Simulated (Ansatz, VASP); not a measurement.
TaN: VASP beside Ansatz

```xyz
4
Lattice="0.0000 -2.1874 -2.1874 0.0000 2.1874 -2.1874 4.3749 0.0000 0.0000" Properties=species:S:1:pos:R:3 pbc="T T T"
Ta   -0.0914    0.0000   -2.1874
Ta    2.2788    0.0000    0.0000
N     1.9916    0.0000   -2.1874
N     0.1958    0.0000    0.0000
```

Change from the starting cell: mode 1 frozen in at -0.196 Å and mode 2 at +0.000 Å (largest displacements).

Alike in both runs: task single point; functional PBEsol; k mesh 14 × 14 × 10; occupations gaussian, width 0.15 eV; no spin polarisation.

|  | VASP | Ansatz |
| --- | --- | --- |
| version | VASP 6.6.1 | Ansatz 0.2.0 |
| potentials or method | VASP PAW PBE potentials, release 64 (Ta_sv_GW, N), cutoff 600 eV | scalar-relativistic, plane waves, PAW |
| valence electrons in the cell | 36 | 36 |

VASP gave:

- gap on the k mesh at the Fermi level (eV): none
- pressure (GPa): 1.4
- traceless stress, the component that is largest in VASP (GPa): 16.82
- rms of the force components (eV/Å): 0.636

Q: Estimate Ansatz's values.

A: gap on the k mesh at the Fermi level (eV): none; pressure (GPa): 1.1; traceless stress, the component that is largest in VASP (GPa): 16.75; rms of the force components (eV/Å): 0.628.

VASP's potentials were made for PBE, not for PBEsol, and Ansatz warns of the same on its side. Atom by atom the forces differ by 0.010 eV/Å (rms over components). A gap of «none» marks a metal or a gap that the smearing closes. With one functional, cell and mesh, what is left measures potentials, basis and numerics.

Neither program's run includes spin-orbit coupling.
